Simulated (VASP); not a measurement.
# C (P6/mmm) in VASP: single point with PBEsol+D3(BJ)

Aim: the single point of C with PBEsol+D3(BJ).

Program: VASP 6.6.1. These are calculated values, not measurements. Logs are shortened: lines on timing, memory, paths and dates and some standing lists are left out, and cuts for length are marked.

### 1 The cell of the first run

It takes space group P6/mmm (No. 191, hexagonal). Conventional cell: a = 2.458 Å, b = 2.458 Å, c = 3.529 Å, α = 90.00°, β = 90.00°, γ = 120.00°. Within 1.9 Å of C (site symmetry -6m2) lie 3 C at 1.42 Å.

### 2 Single point, PBEsol+D3(BJ)

File INCAR:

```
SYSTEM = C
  PREC = Accurate
  ENCUT = 600
  EDIFF = 1E-6
  ISMEAR = 0
  SIGMA = 0.15
  LREAL = .FALSE.
  LASPH = .TRUE.
  NELM = 120
  ALGO = Normal
  ISIF = 2
  LWAVE = .FALSE.
  LCHARG = .TRUE.
  GGA = PS
  IVDW = 12
  LELF = .TRUE.
  LVHAR = .TRUE.
  NBANDS = 16
  GGA_COMPAT = .FALSE.
```

File KPOINTS:

```
regular mesh
0
G
  18 12 10
  0 0 0
```

File POSCAR:

```
C
1.0
   -2.4576582504      0.0000000000      0.0000000000
    0.0000000000      0.0000000000     -3.5294825081
    0.0000000000     -4.2567889574      0.0000000000
C
4
Direct
    0.5000000000      0.0000000000      0.1666666667
    0.0000000000      0.0000000000      0.6666666667
    0.0000000000      0.0000000000      0.3333333333
    0.5000000000      0.0000000000      0.8333333333
```

Potentials or basis: VASP PAW PBE potentials, release 64 (C).

Run with:

```sh
$ cat potpaw_PBE.64/C/POTCAR > POTCAR
$ mpirun -np 1 vasp_std > vasp.out
```

OUTCAR:

```text
SYSTEM = C
   PREC = Accurate
   ENCUT = 600
   EDIFF = 1E-6
   ISMEAR = 0
   LREAL = .FALSE.
   LASPH = .TRUE.
   NELM = 120
   ISIF = 2
   GGA = PS
   IVDW = 12
 IVDW          = 12

 ion  position               nearest neighbor table
   1  0.500  0.000  0.167-   3 1.42   3 1.42   4 1.42
   2  0.000  0.000  0.667-   4 1.42   4 1.42   3 1.42
   3  0.000  0.000  0.333-   1 1.42   1 1.42   2 1.42
   4  0.500  0.000  0.833-   2 1.42   2 1.42   1 1.42

  LATTYP: Found a simple orthorhombic cell.
 ALAT       =     2.4576582504
 B/A-ratio  =     1.4361160701
 C/A-ratio  =     1.7320508076

  Lattice vectors:

 A1 = (  -2.4576582504,   0.0000000000,   0.0000000000)
 A2 = (   0.0000000000,   0.0000000000,  -3.5294825081)
 A3 = (   0.0000000000,  -4.2567889574,   0.0000000000)

Analysis of symmetry for initial positions (statically):
=====================================================================
 Subroutine PRICEL returns following result:

  LATTYP: Found a hexagonal cell.
 ALAT       =     2.4576582504
 C/A-ratio  =     1.4361160700

  Lattice vectors:

 A1 = (  -1.2288291252,  -2.1283944787,   0.0000000000)
 A2 = (  -1.2288291252,   2.1283944787,   0.0000000000)
 A3 = (   0.0000000000,   0.0000000000,  -3.5294825081)

   2 primitive cells build up your supercell.

 Routine SETGRP: Setting up the symmetry group for a
 simple orthorhombic supercell.

 Subroutine GETGRP returns: Found  8 space group operations
 (whereof  8 operations were pure point group operations)
 out of a pool of  8 trial point group operations.

The static configuration has the point symmetry D_2h.

Analysis of symmetry for dynamics (positions and initial velocities):
=====================================================================
 Subroutine PRICEL returns following result:

  LATTYP: Found a hexagonal cell.
 ALAT       =     2.4576582504
 C/A-ratio  =     1.4361160700

  Lattice vectors:

 A1 = (  -1.2288291252,  -2.1283944787,   0.0000000000)
 A2 = (  -1.2288291252,   2.1283944787,   0.0000000000)
 A3 = (   0.0000000000,   0.0000000000,  -3.5294825081)

   2 primitive cells build up your supercell.

 Routine SETGRP: Setting up the symmetry group for a
 simple orthorhombic supercell.

 Subroutine GETGRP returns: Found  8 space group operations
 (whereof  8 operations were pure point group operations)
 out of a pool of  8 trial point group operations.

The dynamic configuration has the point symmetry D_2h.

 Subroutine INISYM returns: Found  8 space group operations
 (whereof  8 operations are pure point group operations),
 and found     2 'primitive' translations

----------------------------------------------------------------------------------------

                                     Primitive cell

  volume of cell :      18.4623

  direct lattice vectors                    reciprocal lattice vectors
    -1.228829125 -2.128394479  0.000000000    -0.406891397 -0.234918858  0.000000000
    -1.228829125  2.128394479  0.000000000    -0.406891397  0.234918858  0.000000000
     0.000000000  0.000000000 -3.529482508     0.000000000  0.000000000 -0.283327654

  length of vectors
     2.457658250  2.457658250  3.529482508     0.469837716  0.469837716  0.283327654

  position of ions in fractional coordinates (direct lattice)
     0.666666667  0.333333333  0.000000000
     0.333333333  0.666666667  0.000000000

  ion indices of the primitive-cell ions
   primitive index   ion index
                 1           1
                 2           4

----------------------------------------------------------------------------------------

 KPOINTS: regular mesh

Automatic generation of k-mesh.
 Grid dimensions read from file:
 generate k-points for:   18   12   10

 Generating k-lattice:

  Cartesian coordinates                     Fractional coordinates (reciprocal lattice)
    -0.022605078  0.000000000  0.000000000     0.055555556  0.000000000  0.000000000
     0.000000000  0.000000000 -0.023610638     0.000000000  0.083333333  0.000000000
     0.000000000 -0.023491886  0.000000000     0.000000000  0.000000000  0.100000000

  Length of vectors
     0.022605078  0.023610638  0.023491886

  Shift w.r.t. Gamma in fractional coordinates (k-lattice)
     0.000000000  0.000000000  0.000000000

 Subroutine IBZKPT returns following result:
 ===========================================

 Found    420 irreducible k-points:

 Following reciprocal coordinates:
            Coordinates               Weight
  0.000000  0.000000  0.000000      1.000000
  0.055556  0.000000  0.000000      2.000000
  0.111111  0.000000  0.000000      2.000000
  0.166667  0.000000  0.000000      2.000000
  0.222222  0.000000  0.000000      2.000000
  0.277778  0.000000  0.000000      2.000000
[... 16 lines left out ...]
  0.111111  0.166667  0.000000      4.000000
  0.166667  0.166667  0.000000      4.000000
 [... further k-points ...]
   k-points           NKPTS =    420   k-points in BZ     NKDIM =    420   number of bands    NBANDS=     16
   number of dos      NEDOS =    301   number of ions     NIONS =      4
   total plane-waves  NPLWV =  20160
   dimension x,y,z NGX =    20 NGY =   28 NGZ =   36
   dimension x,y,z NGXF=    40 NGYF=   56 NGZF=   72
   ions per type =               4
   NGX,Y,Z   is equivalent  to a cutoff of  13.53, 13.19, 14.06 a.u.
   NGXF,Y,Z  is equivalent  to a cutoff of  27.06, 26.38, 28.12 a.u.
 SYSTEM =  C
   PREC   = accura    normal or accurate (medium, high low for compatibility)
   ISTART =      0    job   : 0-new  1-cont  2-samecut
   ICHARG =      2    charge: 1-file 2-atom 10-const
   ISPIN  =      1    spin polarized calculation?
   LNONCOLLINEAR =      F non collinear calculations
   LSORBIT =      F    spin-orbit coupling
   LASPH  =      T    aspherical Exc in radial PAW
   ENCUT  =  600.0 eV  44.10 Ry    6.64 a.u.   4.91  7.05  8.50*2*pi/ulx,y,z
   NELM   =    120;   NELMIN=  2; NELMDL= -5     # of ELM steps
   EDIFF  = 0.1E-05   stopping-criterion for ELM
   LREAL  =      F    real-space projection
   EDIFFG = 0.1E-04   stopping-criterion for IOM
   NSW    =      0    number of steps for IOM
   IBRION =     -1    ionic relax: 0-MD 1-quasi-New 2-CG
   NFREE  =      0    steps in history (QN), initial steepest desc. (CG)
   ISIF   =      2    stress and relaxation
   ISYM   =      2    0-nonsym 1-usesym 2-fastsym
   POTIM  = 0.5000    time-step for ionic-motion
   TEBEG  =    0.0;   TEEND  =   0.0 temperature during run
   PSTRESS=    0.0 pullay stress
   NELECT =      16.0000    total number of electrons
   NUPDOWN=      -1.0000    fix difference up-down
   EMIN   =  10.00;   EMAX   =-10.00  energy-range for DOS
   EFERMI =   0.00;   METHOD = LEGACY
   ISMEAR =     0;   SIGMA  =   0.15  broadening in eV -4-tet -1-fermi 0-gaus
   EFERMI_NEDOS =   21; number of points for ismear=-14 and -15
   IALGO  =     38    algorithm
   IMIX   =      4    mixing-type and parameters
     AMIX     =   0.40;   BMIX     =  1.00
     AMIX_MAG =   1.60;   BMIX_MAG =  1.00
  volume/ion in A,a.u.               =       9.23        62.29
  Fermi-wavevector in a.u.,A,eV,Ry     =   1.238825  2.341040 20.880688  1.534687
  Thomas-Fermi vector in A             =   2.373334
   LORBIT       =      0    0 simple, 1 ext, 2 COOP (PROOUT), +10 PAW based schemes
   GGA     = PS    functional components
   LHFCALC =     F    Hartree Fock is set to
   AEXX    =    0.0000 exact exchange contribution
   IVDW    =    12    specifies the selected vdW correction
   LEPSILON=     F    determine dielectric tensor
   LRPA    =     F    only Hartree local field effects (RPA)
 non-spin polarized calculation
 Gauss-broadening in eV      SIGMA  =   0.15
  energy-cutoff  :      600.00
  volume of cell :       36.92
 maximum number of plane-waves:      1256
 NGX is ok and might be reduce to    20
   NGX =  9   NGY = 15   NGZ = 17

 number of electron      16.0000000 magnetization

 Free energy of the ion-electron system (eV)
  ---------------------------------------------------
  ext. energy  EPLUGINS =         0.00000000
  ---------------------------------------------------
  free energy    TOTEN  =       -38.55872889 eV

  energy without entropy =      -38.55831555  energy(sigma->0) =      -38.55852222

 E-fermi :   4.2310     XC(G=0): -10.1933

 val. band max:        4.2277756577   @ k =   0.3333   0.2500   0.0000
 cond. band min:       4.4336646670   @ k =   0.2778   0.5000   0.0000
 fundamental gap:      0.2058890092
 Fermi energy:         4.2310340572

 k-point     1 :       0.0000    0.0000    0.0000
  band No.  band energies     occupation
      1     -15.4148      2.00000
      2     -10.0633      2.00000
      3      -9.1100      2.00000
      4      -2.6585      2.00000
      5      -2.1902      2.00000
      6       1.2445      2.00000
[... 8 lines left out ...]
     15      15.2690      0.00000
     16      15.9648      0.00000

 k-point     2 :       0.0556    0.0000    0.0000
  band No.  band energies     occupation
      1     -15.3594      2.00000
      2     -10.0160      2.00000
      3      -9.0620      2.00000
      4      -2.5943      2.00000
      5      -2.4364      2.00000
      6       1.0199      2.00000
[... 8 lines left out ...]
     15      15.3240      0.00000
     16      15.7797      0.00000

 k-point     3 :       0.1111    0.0000    0.0000
  band No.  band energies     occupation
      1     -15.1932      2.00000
      2      -9.8747      2.00000
      3      -8.9209      2.00000
      4      -3.1050      2.00000
      5      -2.4021      2.00000
      6       0.4091      2.00000
[... 8 lines left out ...]
     15      15.2478      0.00000
     16      15.4861      0.00000
[... 362 lines left out ...]
 k-point    23 :       0.1111    0.1667    0.0000
  band No.  band energies     occupation
      1     -15.1441      2.00000
      2      -9.8388      2.00000
      3      -8.8911      2.00000
      4      -3.0927      2.00000
      5      -2.8430      2.00000
      6       0.4166      2.00000
[... 8 lines left out ...]
     15      15.8481      0.00000
     16      16.1730      0.00000

 k-point    24 :       0.1667    0.1667    0.0000
  band No.  band energies     occupation
      1     -14.8687      2.00000
      2      -9.6038      2.00000
      3      -8.6656      2.00000
      4      -4.0263      2.00000
      5      -2.5194      2.00000
      6      -0.4445      2.00000
[... 8 lines left out ...]
     15      15.7203      0.00000
     16      16.3687      0.00000

 [... further k-points ...]

------------------------ aborting loop because EDIFF is reached ----------------------------------------

 Edisp (eV)   -0.41846

 E8    (eV) :    -0.2033

  FORCE on cell =-STRESS in cart. coord.  units (eV):
  Direction    XX          YY          ZZ          XY          YZ          ZX
  --------------------------------------------------------------------------------------
  -------------------------------------------------------------------------------------
  Total       0.13730     0.15038    -0.07656     0.00000     0.00000     0.00000
  in kB       5.95750     6.52529    -3.32195     0.00000     0.00000     0.00000
  external pressure =        3.05 kB  Pullay stress =        0.00 kB

 VOLUME and BASIS-vectors are now :
 -----------------------------------------------------------------------------
  energy-cutoff  :      600.00
  volume of cell :       36.92
      direct lattice vectors                 reciprocal lattice vectors
    -2.457658250  0.000000000  0.000000000    -0.406891397  0.000000000  0.000000000
     0.000000000  0.000000000 -3.529482508     0.000000000  0.000000000 -0.283327654
     0.000000000 -4.256788957  0.000000000     0.000000000 -0.234918858  0.000000000

 POSITION                                       TOTAL-FORCE (eV/Angst)
 -----------------------------------------------------------------------------------
     -1.22883     -0.70946      0.00000        -0.000000     -0.003743     -0.000000
      0.00000     -2.83786      0.00000         0.000000     -0.003743     -0.000000
      0.00000     -1.41893      0.00000         0.000000      0.003743      0.000000
     -1.22883     -3.54732      0.00000        -0.000000      0.003743     -0.000000
 -----------------------------------------------------------------------------------
    total drift:                               -0.000000     -0.000000     -0.000000

  FREE ENERGIE OF THE ION-ELECTRON SYSTEM (eV)
  ---------------------------------------------------
  free  energy   TOTEN  =       -38.9771841207 eV

  energy  without entropy=      -38.9767707841  energy(sigma->0) =      -38.97697745
```

Run time: 5.3 min. Hardware: 1 thread of Intel Xeon 8259CL, shared host; peak memory 0.33 GiB.

Results:

| Quantity | Value |
| --- | --- |
| Free energy | -38.9772 eV |
| Pressure | 0.3 GPa |
| Largest force | 0.004 eV/Å |
| Band gap on the k mesh | zero (bands 8 and 9 overlap by 1.01 eV) |
| Dispersion energy per atom | -0.105 eV |

Forces on the atoms (eV/Å):
```
C    0.000 -0.004  0.000
C    0.000 -0.004  0.000
C    0.000  0.004  0.000
C    0.000  0.004  0.000
```

Stress tensor (GPa, compression positive):
```
 0.60  0.00  0.00
 0.00  0.65  0.00
 0.00  0.00 -0.33
```

Caveat: the PAW data sets were made with another functional, which shifts forces and pressure a little.
